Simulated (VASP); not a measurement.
# KPt (P-6m2) in VASP: single point with LDA

Aim: the single point of KPt with LDA.

Everything below comes from runs of VASP 6.6.1. Logs are shortened: lines on timing, memory, paths and dates and some standing lists are left out, and cuts for length are marked.

### Step 1. The cell of the first run

The structure is hexagonal, space group P-6m2 (No. 187). Conventional cell: a = 3.001 Å, b = 3.001 Å, c = 5.346 Å, α = 90.00°, β = 90.00°, γ = 120.00°. Within 4.0 Å of K (site symmetry -6m2) lie 6 K at 3.00 Å and 6 Pt at 3.19 Å. Pt (site symmetry -6m2) has 6 Pt at 3.00 Å and 6 K at 3.19 Å within 4.0 Å.

### Step 2. Single point, LDA, collinear spin, ferromagnetic start

Contents of INCAR:

```
PREC     = Accurate       # precision mode
ENCUT    = 500            # plane-wave cutoff, eV
EDIFF    = 1E-6           # SCF threshold, eV
ISMEAR   = -1             # smearing method
SIGMA    = 0.08           # smearing width, eV
LREAL    = False          # projectors in reciprocal space
LASPH    = True           # aspherical terms in the spheres
NELM     = 200            # most SCF steps
ALGO     = Normal         # electronic algorithm
ISIF     = 2              # what is computed and relaxed
LWAVE    = False          # write WAVECAR
LCHARG   = False          # write CHGCAR
ISPIN    = 2              # spin polarisation
MAGMOM   = 0 0.6          # initial moments
LORBIT   = 11             # projections on sites
LMAXMIX  = 4              # l up to which the mixer works
GGA      = CA             # functional
NBANDS   = 20             # bands
GGA_COMPAT= False
```

Contents of KPOINTS:

```
regular mesh
0
Gamma
  11 11 6
```

Contents of POSCAR:

```
KPt
1.0
    3.0008472788      0.0000000000      0.0000000000
   -1.5004236394      2.5988099763      0.0000000000
    0.0000000000      0.0000000000      5.3455780000
K Pt
1 1
Direct
    0.0000000000      0.0000000000      0.5000000000
    0.6666666667      0.3333333333      0.0000000000
```

Potentials or basis: VASP PAW LDA potentials, release 64 (K_sv, Pt).

Run with:

```console
$ cat potpaw_LDA.64/K_sv/POTCAR potpaw_LDA.64/Pt/POTCAR > POTCAR
$ mpirun -np 1 vasp_std > vasp.out
```

OUTCAR:

```text
PREC = Accurate
   ENCUT = 500
   EDIFF = 1E-6
   ISMEAR = -1
   LREAL = False
   LASPH = True
   NELM = 200
   ISIF = 2
   ISPIN = 2
   LORBIT = 11
   GGA = CA

 ion  position               nearest neighbor table
   1  0.000  0.000  0.500-   2 3.19   2 3.19   2 3.19   2 3.19   2 3.19   2 3.19
   2  0.667  0.333  0.000-   1 3.19   1 3.19   1 3.19   1 3.19   1 3.19   1 3.19

  LATTYP: Found a hexagonal cell.
 ALAT       =     3.0008472788
 C/A-ratio  =     1.7813562315

  Lattice vectors:

 A1 = (   3.0008472788,   0.0000000000,   0.0000000000)
 A2 = (  -1.5004236394,   2.5988099763,   0.0000000000)
 A3 = (   0.0000000000,   0.0000000000,   5.3455780000)

Analysis of symmetry for initial positions (statically):
=====================================================================
 Subroutine PRICEL returns:
 Original cell was already a primitive cell.

 Routine SETGRP: Setting up the symmetry group for a
 hexagonal supercell.

 Subroutine GETGRP returns: Found 12 space group operations
 (whereof 12 operations were pure point group operations)
 out of a pool of 24 trial point group operations.

The static configuration has the point symmetry D_3h.

Analysis of symmetry for dynamics (positions and initial velocities):
=====================================================================
 Subroutine PRICEL returns:
 Original cell was already a primitive cell.

 Routine SETGRP: Setting up the symmetry group for a
 hexagonal supercell.

 Subroutine GETGRP returns: Found 12 space group operations
 (whereof 12 operations were pure point group operations)
 out of a pool of 24 trial point group operations.

The dynamic configuration has the point symmetry D_3h.

Analysis of structural, dynamic, and magnetic symmetry:
=====================================================================
 Subroutine PRICEL returns:
 Original cell was already a primitive cell.

 Routine SETGRP: Setting up the symmetry group for a
 hexagonal supercell.

 Subroutine GETGRP returns: Found 12 space group operations
 (whereof 12 operations were pure point group operations)
 out of a pool of 24 trial point group operations.

The overall configuration has the point symmetry D_3h.

 Subroutine INISYM returns: Found 12 space group operations
 (whereof 12 operations are pure point group operations),
 and found     1 'primitive' translations

----------------------------------------------------------------------------------------

                                     Primitive cell

  volume of cell :      41.6882

  direct lattice vectors                    reciprocal lattice vectors
     3.000847279  0.000000000  0.000000000     0.333239218  0.192395752  0.000000000
    -1.500423639  2.598809976  0.000000000     0.000000000  0.384791504  0.000000000
     0.000000000  0.000000000  5.345578000     0.000000000  0.000000000  0.187070509

  length of vectors
     3.000847279  3.000847279  5.345578000     0.384791504  0.384791504  0.187070509

  position of ions in fractional coordinates (direct lattice)
     0.000000000  0.000000000  0.500000000
     0.666666667  0.333333333  0.000000000

  ion indices of the primitive-cell ions
   primitive index   ion index
                 1           1
                 2           2

----------------------------------------------------------------------------------------

 KPOINTS: regular mesh

Automatic generation of k-mesh.
 Grid dimensions read from file:
 generate k-points for:   11   11    6

 Generating k-lattice:

  Cartesian coordinates                     Fractional coordinates (reciprocal lattice)
     0.030294474  0.017490523  0.000000000     0.090909091  0.000000000  0.000000000
     0.000000000  0.034981046  0.000000000     0.000000000  0.090909091  0.000000000
     0.000000000  0.000000000  0.031178418     0.000000000  0.000000000  0.166666667

  Length of vectors
     0.034981046  0.034981046  0.031178418

  Shift w.r.t. Gamma in fractional coordinates (k-lattice)
     0.000000000  0.000000000  0.000000000

 Subroutine IBZKPT returns following result:
 ===========================================

 Found     64 irreducible k-points:

 Following reciprocal coordinates:
            Coordinates               Weight
  0.000000  0.000000  0.000000      1.000000
  0.090909 -0.000000  0.000000      6.000000
  0.181818  0.000000  0.000000      6.000000
  0.272727  0.000000  0.000000      6.000000
  0.363636  0.000000  0.000000      6.000000
  0.454545  0.000000  0.000000      6.000000
[... 16 lines left out ...]
  0.090909  0.090909  0.166667     12.000000
  0.181818  0.090909  0.166667     24.000000
 [... further k-points ...]
   k-points           NKPTS =     64   k-points in BZ     NKDIM =     64   number of bands    NBANDS=     20
   number of dos      NEDOS =    301   number of ions     NIONS =      2
   total plane-waves  NPLWV =  23040
   dimension x,y,z NGX =    24 NGY =   24 NGZ =   40
   dimension x,y,z NGXF=    48 NGYF=   48 NGZF=   80
   ions per type =               1   1
   NGX,Y,Z   is equivalent  to a cutoff of  13.30, 13.30, 12.44 a.u.
   NGXF,Y,Z  is equivalent  to a cutoff of  26.59, 26.59, 24.88 a.u.
 SYSTEM =  unknown system
   PREC   = accura    normal or accurate (medium, high low for compatibility)
   ISTART =      0    job   : 0-new  1-cont  2-samecut
   ICHARG =      2    charge: 1-file 2-atom 10-const
   ISPIN  =      2    spin polarized calculation?
   LNONCOLLINEAR =      F non collinear calculations
   LSORBIT =      F    spin-orbit coupling
   LASPH  =      T    aspherical Exc in radial PAW
   ENCUT  =  500.0 eV  36.75 Ry    6.06 a.u.   5.47  5.47  9.75*2*pi/ulx,y,z
   NELM   =    200;   NELMIN=  2; NELMDL= -5     # of ELM steps
   EDIFF  = 0.1E-05   stopping-criterion for ELM
   LREAL  =      F    real-space projection
   EDIFFG = 0.1E-04   stopping-criterion for IOM
   NSW    =      0    number of steps for IOM
   IBRION =     -1    ionic relax: 0-MD 1-quasi-New 2-CG
   NFREE  =      0    steps in history (QN), initial steepest desc. (CG)
   ISIF   =      2    stress and relaxation
   ISYM   =      2    0-nonsym 1-usesym 2-fastsym
   POTIM  = 0.5000    time-step for ionic-motion
   TEBEG  =    0.0;   TEEND  =   0.0 temperature during run
   PSTRESS=    0.0 pullay stress
   NELECT =      19.0000    total number of electrons
   NUPDOWN=      -1.0000    fix difference up-down
   EMIN   =  10.00;   EMAX   =-10.00  energy-range for DOS
   EFERMI =   0.00;   METHOD = LEGACY
   ISMEAR =    -1;   SIGMA  =   0.08  broadening in eV -4-tet -1-fermi 0-gaus
   EFERMI_NEDOS =   21; number of points for ismear=-14 and -15
   IALGO  =     38    algorithm
   IMIX   =      4    mixing-type and parameters
     AMIX     =   0.40;   BMIX     =  1.00
     AMIX_MAG =   1.60;   BMIX_MAG =  1.00
  volume/ion in A,a.u.               =      20.84       140.66
  Fermi-wavevector in a.u.,A,eV,Ry     =   1.259858  2.380787 21.595748  1.587243
  Thomas-Fermi vector in A             =   2.393397
   LORBIT       =     11    0 simple, 1 ext, 2 COOP (PROOUT), +10 PAW based schemes
   GGA     = CA    functional components
   LHFCALC =     F    Hartree Fock is set to
   AEXX    =    0.0000 exact exchange contribution
   IVDW    =     0    specifies the selected vdW correction
   LEPSILON=     F    determine dielectric tensor
   LRPA    =     F    only Hartree local field effects (RPA)
 spin polarized calculation
  energy-cutoff  :      500.00
  volume of cell :       41.69
 maximum number of plane-waves:      1087
 NGX is ok and might be reduce to    24
   NGX = 11   NGY = 11   NGZ = 19

 number of electron      19.0000002 magnetization       0.0018662

 number of electron      19.0000002 magnetization      -0.0000020

 Free energy of the ion-electron system (eV)
  ---------------------------------------------------
  ext. energy  EPLUGINS =         0.00000000
  ---------------------------------------------------
  free energy    TOTEN  =        -8.20671757 eV

  energy without entropy =       -8.19569161  energy(sigma->0) =       -8.20120459

 E-fermi :   5.1648     XC(G=0): -10.9935

 val. band max:        5.0743333444   @ k =   0.0909  -0.0000   0.3333
 cond. band min:       5.2103895591   @ k =   0.4545   0.0000   0.5000
 fundamental gap:      0.1360562147
 Fermi energy:         5.1647593988

 spin component 1

 k-point     1 :       0.0000    0.0000    0.0000
  band No.  band energies     occupation
      1     -26.6793      1.00000
      2     -10.1907      1.00000
      3      -9.2217      1.00000
      4      -9.2217      1.00000
      5      -1.2342      1.00000
      6       1.8671      1.00000
[... 12 lines left out ...]
     19      19.7964      0.00000
     20      21.5762      0.00000

 k-point     2 :       0.0909   -0.0000    0.0000
  band No.  band energies     occupation
      1     -26.6415      1.00000
      2     -10.1532      1.00000
      3      -9.4337      1.00000
      4      -9.2633      1.00000
      5      -0.9752      1.00000
      6       1.9851      1.00000
[... 498 lines left out ...]
 k-point    24 :       0.1818    0.0909    0.1667
  band No.  band energies     occupation
      1     -26.4484      1.00000
      2     -10.3483      1.00000
      3      -9.9742      1.00000
      4      -9.5142      1.00000
      5       0.4707      1.00000
      6       2.3034      1.00000
[... 12 lines left out ...]
     19      19.7171      0.00000
     20      20.8274      0.00000

 [... further k-points ...]

 spin component 2

 k-point     1 :       0.0000    0.0000    0.0000
  band No.  band energies     occupation
      1     -26.6793      1.00000
      2     -10.1907      1.00000
      3      -9.2217      1.00000
      4      -9.2217      1.00000
      5      -1.2342      1.00000
      6       1.8671      1.00000
[... 12 lines left out ...]
     19      19.7964      0.00000
     20      21.5762      0.00000

 k-point     2 :       0.0909   -0.0000    0.0000
  band No.  band energies     occupation
      1     -26.6415      1.00000
      2     -10.1532      1.00000
      3      -9.4337      1.00000
      4      -9.2633      1.00000
      5      -0.9752      1.00000
      6       1.9851      1.00000
[... 498 lines left out ...]
 k-point    24 :       0.1818    0.0909    0.1667
  band No.  band energies     occupation
      1     -26.4484      1.00000
      2     -10.3483      1.00000
      3      -9.9742      1.00000
      4      -9.5142      1.00000
      5       0.4707      1.00000
      6       2.3034      1.00000
[... 12 lines left out ...]
     19      19.7171      0.00000
     20      20.8274      0.00000

 [... further k-points ...]
[... 5 lines left out ...]
  --------------------------------------------------------------------------------------
  -------------------------------------------------------------------------------------
  Total       -1.8780125     -1.8780125     -1.4400469      0.0000000     -0.0000000      0.0000000
  in kB      -72.1765238    -72.1765238    -55.3444550      0.0000000     -0.0000000      0.0000000
  external PRESSURE =     -66.5658342 kB  Pullay stress =       0.0000000 kB

 VOLUME and BASIS-vectors are now :
 -----------------------------------------------------------------------------
  energy-cutoff  :      500.00
  volume of cell :       41.69
      direct lattice vectors                 reciprocal lattice vectors
     3.000847279  0.000000000  0.000000000     0.333239218  0.192395752  0.000000000
    -1.500423639  2.598809976  0.000000000     0.000000000  0.384791504  0.000000000
     0.000000000  0.000000000  5.345578000     0.000000000  0.000000000  0.187070509

 POSITION                                       TOTAL-FORCE (eV/Angst)
 -----------------------------------------------------------------------------------
      0.00000      0.00000      2.67279         0.000000      0.000000      0.000000
      1.50042      0.86627      0.00000        -0.000000      0.000000      0.000000
 -----------------------------------------------------------------------------------
    total drift:                               -0.000000      0.000000      0.000000

  FREE ENERGIE OF THE ION-ELECTRON SYSTEM (eV)
  ---------------------------------------------------
  free  energy   TOTEN  =        -8.2067175741 eV

  energy  without entropy=       -8.1956916139  energy(sigma->0) =       -8.20120459

 total charge

# of ion       s       p       d       tot
------------------------------------------
    1        1.984   5.559   0.087   7.630
    2        0.657   0.280   8.088   9.024
--------------------------------------------------
tot          2.641   5.839   8.175  16.655

 magnetization (x)

# of ion       s       p       d       tot
------------------------------------------
    1       -0.000   0.000  -0.000  -0.000
    2        0.000   0.000   0.000   0.000
--------------------------------------------------
tot         -0.000   0.000   0.000   0.000
```

It took 2 min on 1 thread of Intel Xeon 8259CL, shared host; peak memory 0.21 GiB.

What came out:

```
Free energy                                           : -8.2067 eV
Pressure                                              : -6.7 GPa
Net moment                                            : 0.00 μB per cell
Valence electrons inside the program's atomic spheres : K 7.63; Pt 9.02
```

Levels at points of the mesh, in eV from the Fermi level:
Spin up:
| k point | band 6 | band 7 | band 8 | band 9 | band 10 | band 11 | band 12 | band 13 | band 14 | band 15 |
| --- | --- | --- | --- | --- | --- | --- | --- | --- | --- | --- |
| (0.00, 0.00, 0.00) | -3.30 | -2.31 | -2.31 | -0.93 | -0.93 | 1.70 | 1.79 | 5.66 | 5.66 | 9.13 |
| (0.00, 0.00, 0.50) | -2.42 | -2.33 | -2.33 | -1.45 | -0.94 | -0.94 | 2.80 | 5.80 | 5.80 | 9.13 |
Spin down:
```
           k point  band 6  band 7  band 8  band 9  band 10  band 11  band 12  band 13  band 14  band 15
(0.00, 0.00, 0.00)   -3.30   -2.31   -2.31   -0.93    -0.93     1.70     1.79     5.66     5.66     9.13
(0.00, 0.00, 0.50)   -2.42   -2.33   -2.33   -1.45    -0.94    -0.94     2.80     5.80     5.80     9.13
```

Caveat: spin-orbit coupling is left out, which moves the levels of the heavy elements.
